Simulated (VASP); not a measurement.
# CaO (F-43m) in VASP: a series of runs, part 2 of 2

VASP 6.6.1. The steps go on from the part before.

## (4) Single point, LDA

The input, INCAR:

```
SYSTEM = CaO
PREC     = Accurate       ! precision mode
ENCUT    = 600            ! plane-wave cutoff, eV
EDIFF    = 1E-6           ! SCF threshold, eV
ISMEAR   = 0              ! smearing method
SIGMA    = 0.01           ! smearing width, eV
LREAL    = .False.        ! projectors in reciprocal space
LASPH    = .True.         ! aspherical terms in the spheres
NELM     = 120            ! most SCF steps
ALGO     = Normal         ! electronic algorithm
ISIF     = 2              ! what is computed and relaxed
LWAVE    = .False.        ! write WAVECAR
LCHARG   = .True.         ! write CHGCAR
LELF     = .True.         ! ELF
LVHAR    = .True.       
NBANDS   = 15             ! bands
GGA_COMPAT= .False.
```

The input, KPOINTS:

```
Automatic mesh
0
Gamma
  4 4 4
  0 0 0
```

The input, POSCAR:

```
CaO
1.0
    0.0000000000      2.6067317416      2.6067317416
    2.6067317416      0.0000000000      2.6067317416
    2.6067317416      2.6067317416      0.0000000000
Ca O
1 1
Direct
    0.0000000000      0.0000000000      0.0000000000
    0.2500000000      0.2500000000      0.2500000000
```

Potentials or basis: VASP PAW LDA potentials, release 64 (Ca_sv, O).

Launch:

```sh
$ cat potpaw_LDA.64/Ca_sv/POTCAR potpaw_LDA.64/O/POTCAR > POTCAR
$ mpirun -np 1 vasp_std > vasp.out
```

OUTCAR:

```text
SYSTEM = CaO
   PREC = Accurate
   ENCUT = 600
   EDIFF = 1E-6
   ISMEAR = 0
   LREAL = .False.
   LASPH = .True.
   NELM = 120
   ISIF = 2

 ion  position               nearest neighbor table
   1  0.000  0.000  0.000-   2 2.26   2 2.26   2 2.26   2 2.26
   2  0.250  0.250  0.250-   1 2.26   1 2.26   1 2.26   1 2.26

  LATTYP: Found a face centered cubic cell.
 ALAT       =     5.2134634832

  Lattice vectors:

 A1 = (   0.0000000000,   2.6067317416,   2.6067317416)
 A2 = (   2.6067317416,   0.0000000000,   2.6067317416)
 A3 = (   2.6067317416,   2.6067317416,   0.0000000000)

Analysis of symmetry for initial positions (statically):
=====================================================================
 Subroutine PRICEL returns:
 Original cell was already a primitive cell.

 Routine SETGRP: Setting up the symmetry group for a
 face centered cubic supercell.

 Subroutine GETGRP returns: Found 24 space group operations
 (whereof 24 operations were pure point group operations)
 out of a pool of 48 trial point group operations.

The static configuration has the point symmetry T_d .

Analysis of symmetry for dynamics (positions and initial velocities):
=====================================================================
 Subroutine PRICEL returns:
 Original cell was already a primitive cell.

 Routine SETGRP: Setting up the symmetry group for a
 face centered cubic supercell.

 Subroutine GETGRP returns: Found 24 space group operations
 (whereof 24 operations were pure point group operations)
 out of a pool of 48 trial point group operations.

The dynamic configuration has the point symmetry T_d .

 Subroutine INISYM returns: Found 24 space group operations
 (whereof 24 operations are pure point group operations),
 and found     1 'primitive' translations

----------------------------------------------------------------------------------------

                                     Primitive cell

  volume of cell :      35.4257

  direct lattice vectors                    reciprocal lattice vectors
     0.000000000  2.606731742  2.606731742    -0.191811068  0.191811068  0.191811068
     2.606731742  0.000000000  2.606731742     0.191811068 -0.191811068  0.191811068
     2.606731742  2.606731742  0.000000000     0.191811068  0.191811068 -0.191811068

  length of vectors
     3.686475382  3.686475382  3.686475382     0.332226516  0.332226516  0.332226516

  position of ions in fractional coordinates (direct lattice)
     0.000000000  0.000000000  0.000000000
     0.250000000  0.250000000  0.250000000

  ion indices of the primitive-cell ions
   primitive index   ion index
                 1           1
                 2           2

----------------------------------------------------------------------------------------

 KPOINTS: Automatic mesh

Automatic generation of k-mesh.
 Grid dimensions read from file:
 generate k-points for:    4    4    4

 Generating k-lattice:

  Cartesian coordinates                     Fractional coordinates (reciprocal lattice)
    -0.047952767  0.047952767  0.047952767     0.250000000  0.000000000  0.000000000
     0.047952767 -0.047952767  0.047952767     0.000000000  0.250000000  0.000000000
     0.047952767  0.047952767 -0.047952767     0.000000000  0.000000000  0.250000000

  Length of vectors
     0.083056629  0.083056629  0.083056629

  Shift w.r.t. Gamma in fractional coordinates (k-lattice)
     0.000000000  0.000000000  0.000000000

 Subroutine IBZKPT returns following result:
 ===========================================

 Found      8 irreducible k-points:

 Following reciprocal coordinates:
            Coordinates               Weight
  0.000000  0.000000  0.000000      1.000000
  0.250000  0.000000  0.000000      8.000000
  0.500000  0.000000  0.000000      4.000000
  0.250000  0.250000  0.000000      6.000000
  0.500000  0.250000  0.000000     24.000000
 -0.250000  0.250000  0.000000     12.000000
  0.500000  0.500000  0.000000      3.000000
 -0.250000  0.500000  0.250000      6.000000
   k-points           NKPTS =      8   k-points in BZ     NKDIM =      8   number of bands    NBANDS=     15
   number of dos      NEDOS =    301   number of ions     NIONS =      2
   total plane-waves  NPLWV =  27000
   dimension x,y,z NGX =    30 NGY =   30 NGZ =   30
   dimension x,y,z NGXF=    60 NGYF=   60 NGZF=   60
   ions per type =               1   1
   NGX,Y,Z   is equivalent  to a cutoff of  13.53, 13.53, 13.53 a.u.
   NGXF,Y,Z  is equivalent  to a cutoff of  27.06, 27.06, 27.06 a.u.
 SYSTEM =  CaO
   PREC   = accura    normal or accurate (medium, high low for compatibility)
   ISTART =      0    job   : 0-new  1-cont  2-samecut
   ICHARG =      2    charge: 1-file 2-atom 10-const
   ISPIN  =      1    spin polarized calculation?
   LNONCOLLINEAR =      F non collinear calculations
   LSORBIT =      F    spin-orbit coupling
   LASPH  =      T    aspherical Exc in radial PAW
   ENCUT  =  600.0 eV  44.10 Ry    6.64 a.u.   7.36  7.36  7.36*2*pi/ulx,y,z
   NELM   =    120;   NELMIN=  2; NELMDL= -5     # of ELM steps
   EDIFF  = 0.1E-05   stopping-criterion for ELM
   LREAL  =      F    real-space projection
[... 7 lines left out ...]
   TEBEG  =    0.0;   TEEND  =   0.0 temperature during run
   PSTRESS=    0.0 pullay stress
   NELECT =      16.0000    total number of electrons
   NUPDOWN=      -1.0000    fix difference up-down
   EMIN   =  10.00;   EMAX   =-10.00  energy-range for DOS
   EFERMI =   0.00;   METHOD = LEGACY
   ISMEAR =     0;   SIGMA  =   0.01  broadening in eV -4-tet -1-fermi 0-gaus
   EFERMI_NEDOS =   21; number of points for ismear=-14 and -15
   IALGO  =     38    algorithm
   IMIX   =      4    mixing-type and parameters
     AMIX     =   0.40;   BMIX     =  1.00
     AMIX_MAG =   1.60;   BMIX_MAG =  1.00
  volume/ion in A,a.u.               =      17.71       119.53
  Fermi-wavevector in a.u.,A,eV,Ry     =   1.256055  2.373599 21.465543  1.577673
  Thomas-Fermi vector in A             =   2.389781
   LORBIT       =      0    0 simple, 1 ext, 2 COOP (PROOUT), +10 PAW based schemes
   GGA     = CA    functional components
   LHFCALC =     F    Hartree Fock is set to
   AEXX    =    0.0000 exact exchange contribution
   IVDW    =     0    specifies the selected vdW correction
   LEPSILON=     F    determine dielectric tensor
   LRPA    =     F    only Hartree local field effects (RPA)
 non-spin polarized calculation
 Gauss-broadening in eV      SIGMA  =   0.01
  energy-cutoff  :      600.00
  volume of cell :       35.43
 maximum number of plane-waves:      1243
 NGX is ok and might be reduce to    30
   NGX = 15   NGY = 15   NGZ = 15

 number of electron      16.0000003 magnetization

 Free energy of the ion-electron system (eV)
  ---------------------------------------------------
  ext. energy  EPLUGINS =         0.00000000
  ---------------------------------------------------
  free energy    TOTEN  =       -13.67277033 eV

  energy without entropy =      -13.67277033  energy(sigma->0) =      -13.67277033

 E-fermi :   0.1661     XC(G=0):  -9.6115

 val. band max:        0.1191966612   @ k =  -0.2500   0.5000   0.2500
 cond. band min:       3.2570477183   @ k =   0.0000   0.0000   0.0000
 fundamental gap:      3.1378510572
 Fermi energy:         0.1660810612

 k-point     1 :       0.0000    0.0000    0.0000
  band No.  band energies     occupation
      1     -36.4636      2.00000
      2     -17.6942      2.00000
      3     -17.6942      2.00000
      4     -17.6941      2.00000
      5     -14.3381      2.00000
      6      -0.5274      2.00000
      7      -0.5274      2.00000
      8      -0.5274      2.00000
      9       3.2570      0.00000
     10       8.0201      0.00000
     11       8.0201      0.00000
     12       9.6740      0.00000
     13       9.6740      0.00000
     14       9.6740      0.00000
     15      16.4313      0.00000
[... 109 lines left out ...]
 k-point     8 :      -0.2500    0.5000    0.2500
  band No.  band energies     occupation
      1     -36.3982      2.00000
      2     -18.4165      2.00000
      3     -17.9273      2.00000
      4     -17.8457      2.00000
      5     -13.4395      2.00000
      6      -0.7543      2.00000
      7      -0.4717      2.00000
      8       0.1192      2.00000
      9       4.8868      0.00000
     10       6.4329      0.00000
     11       8.5993      0.00000
     12       9.3286      0.00000
     13      10.0832      0.00000
     14      13.0224      0.00000
     15      13.3568      0.00000

------------------------ aborting loop because EDIFF is reached ----------------------------------------

  FORCE on cell =-STRESS in cart. coord.  units (eV):
  Direction    XX          YY          ZZ          XY          YZ          ZX
  --------------------------------------------------------------------------------------
  -------------------------------------------------------------------------------------
  Total       -0.8922288     -0.8922288     -0.8922288      0.0000000      0.0000000      0.0000000
  in kB      -40.3522534    -40.3522534    -40.3522534      0.0000000      0.0000000      0.0000000
  external PRESSURE =     -40.3522534 kB  Pullay stress =       0.0000000 kB

 VOLUME and BASIS-vectors are now :
 -----------------------------------------------------------------------------
  energy-cutoff  :      600.00
  volume of cell :       35.43
      direct lattice vectors                 reciprocal lattice vectors
     0.000000000  2.606731742  2.606731742    -0.191811068  0.191811068  0.191811068
     2.606731742  0.000000000  2.606731742     0.191811068 -0.191811068  0.191811068
     2.606731742  2.606731742  0.000000000     0.191811068  0.191811068 -0.191811068

 POSITION                                       TOTAL-FORCE (eV/Angst)
 -----------------------------------------------------------------------------------
      0.00000      0.00000      0.00000        -0.000000      0.000000      0.000000
      1.30337      1.30337      1.30337         0.000000     -0.000000     -0.000000
 -----------------------------------------------------------------------------------
    total drift:                               -0.000000     -0.000000     -0.000000

  FREE ENERGIE OF THE ION-ELECTRON SYSTEM (eV)
  ---------------------------------------------------
  free  energy   TOTEN  =       -13.6727703252 eV

  energy  without entropy=      -13.6727703252  energy(sigma->0) =      -13.67277033
```

It took 8.3 s on 1 thread of Intel Xeon Platinum 8488C (Sapphire Rapids), shared host; peak memory 0.14 GiB.

Results:

| Item | Value |
| --- | --- |
| Free energy | -13.6728 eV |
| Pressure | -4.0 GPa |
| Band gap on the k mesh | 3.14 eV (least direct gap 3.78 eV) |

Caveat: the k points lie up to 0.52 Å⁻¹ apart; the structure was generated, so it needn't be the stable form of CaO.

## (5) Single point, r2SCAN

POSCAR is that of step 4.

The input, INCAR.step1:

```
SYSTEM = CaO
  ALGO = Normal
  EDIFF = 1E-5
  ENCUT = 660
  GGA = PE
  GGA_COMPAT = .False.
  ISMEAR = 0
  LASPH = .True.
  LCHARG = .False.
  LREAL = .False.
  LWAVE = .True.
  NBANDS = 15
  NELM = 120
  PREC = Accurate
  SIGMA = 0.01
```

The input, INCAR.step2:

```
SYSTEM = CaO
  ALGO = Normal
  EDIFF = 1E-6
  ENCUT = 660
  GGA_COMPAT = .False.
  ISIF = 2
  ISMEAR = 0
  ISTART = 1
  LASPH = .True.
  LCHARG = .False.
  LMIXTAU = .True.
  LREAL = .False.
  LWAVE = .False.
  METAGGA = R2SCAN
  NBANDS = 15
  NELM = 120
  PREC = Accurate
  SIGMA = 0.01
```

The input, KPOINTS:

```
k-points
0
Gamma
  5 5 5
  0 0 0
```

Potentials or basis: VASP PAW PBE potentials, release 64 (Ca_sv, O).

Launch:

```sh
$ cat potpaw_PBE.64/Ca_sv/POTCAR potpaw_PBE.64/O/POTCAR > POTCAR
$ cp INCAR.step1 INCAR
$ mpirun -np 1 vasp_std > vasp.out
$ cp INCAR.step2 INCAR
$ mpirun -np 1 vasp_std > vasp.out
```

Run time: 29 s. Hardware: 1 thread of Intel Xeon Platinum 8488C (Sapphire Rapids), shared host; peak memory 0.19 GiB.

The run converged. Its results:

| Item | Value |
| --- | --- |
| Free energy | -18.9469 eV |
| Pressure | 0.7 GPa |
| Band gap on the k mesh | 3.80 eV (least direct gap 4.36 eV) |

Levels at points of the mesh, in eV from the valence-band top:
| k point | band 4 | band 5 | band 6 | band 7 | band 8 | band 9 | band 10 | band 11 | band 12 | band 13 |
| --- | --- | --- | --- | --- | --- | --- | --- | --- | --- | --- |
| (0.00, 0.00, 0.00) | -18.55 | -15.68 | -0.56 | -0.56 | -0.56 | 3.80 | 8.73 | 8.73 | 10.36 | 10.36 |

Caveat: the structure was generated, so it needn't be the stable form of CaO; the PAW data sets were made with another functional, which shifts forces and pressure a little; an odd mesh through Γ misses points on the zone boundary, where band edges can lie.

## (6) Overview

| level | potentials or basis | k mesh | cutoff (eV) | grid for exact exchange (PRECFOCK) | share of exact exchange | screening parameter | gap on the mesh (eV) | pressure (GPa) |
| --- | --- | --- | --- | --- | --- | --- | --- | --- |
| PBE-based screened hybrid with 40 % exact exchange | VASP PAW PBE potentials, release 64 (Ca_sv, O) | 4 × 4 × 4 | 520 | Normal | 0.4 | 0.1 1/Å | 6.18 | -0.3 |
| LDA | VASP PAW LDA potentials, release 64 (Ca_sv, O) | 4 × 4 × 4 | 600 | - | - | - | 3.14 | -4.0 |
| r2SCAN | VASP PAW PBE potentials, release 64 (Ca_sv, O) | 5 × 5 × 5 | 660 | - | - | - | 3.80 | 0.7 |

Alike in all rows: task single point; no spin polarisation; cell as given; smearing gaussian 0.01 eV.

Caveats: some runs use coarse meshes; the structure was generated, so it needn't be the stable form of CaO; the PAW data sets were made with another functional, which shifts forces and pressure a little (at least some runs); an odd mesh through Γ misses points on the zone boundary, where band edges can lie (at least some runs).

Total energies depend on the potentials used, so only differences within one code and one set of settings carry meaning.
